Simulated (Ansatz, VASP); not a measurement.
**SiC in VASP and in Ansatz**

INCAR

```
PREC = Accurate
ENCUT = 520
EDIFF = 1E-7
ISMEAR = -1
SIGMA = 0.01
LREAL = False
LASPH = True
NELM = 100
ALGO = Normal
ISIF = 2
LWAVE = False
LCHARG = False
GGA = PE
NBANDS = 16
```

File KPOINTS:

```
regular mesh
0
Gamma
  12 12 8
```

The input POSCAR:

```
SiC
1.0
    3.0919366045      0.0000000000      0.0000000000
   -1.5459683023      2.6776956464      0.0000000000
    0.0000000000      0.0000000000      5.0743114968
Si C
2 2
Direct
    0.3333333333      0.6666666667      0.0045824632
    0.6666666667      0.3333333333      0.5045824632
    0.3333333333      0.6666666667      0.3804175368
    0.6666666667      0.3333333333      0.8804175368
```

Input for Ansatz:

```yaml
crystal:
  lattice:
    - [3.091936604507, 2.886742112412e-11, 0.0]
    - [-1.545968302278, 2.67769564638, 0.0]
    - [0.0, 0.0, 5.0743114968]
  atoms:
    - { symbol: Si, position: [0.3333333333333, 0.6666666666667, 0.0045824632] }
    - { symbol: Si, position: [0.6666666666667, 0.3333333333333, 0.5045824632] }
    - { symbol: C, position: [0.3333333333333, 0.6666666666667, 0.3804175368] }
    - { symbol: C, position: [0.6666666666667, 0.3333333333333, 0.8804175368] }
basis:
  ecutwfc: "600 eV"
  ecutrho_ratio: 4
kpoints:
  mp_grid: { grid: [12, 12, 8] }
hamiltonian:
  xc: pbe
scf:
  occupations: { method: fermi_dirac, width: 0.01 }
output:
  forces: true
  stress: true
```

Alike in both runs: task single point; functional PBE; k mesh 12 × 12 × 8; occupations fermi-dirac, width 0.01 eV; no spin polarisation.

```csv
,VASP,Ansatz
version,VASP 6.6.1,Ansatz 0.2.0
potentials or method,"VASP PAW PBE potentials, release 64 (Si, C), cutoff 520 eV","scalar-relativistic, plane waves, PAW"
valence electrons in the cell,16,16
```

|  | VASP | Ansatz | Ansatz less VASP |
| --- | --- | --- | --- |
| pressure (GPa) | 0.0 | 0.0 | +0.04 |
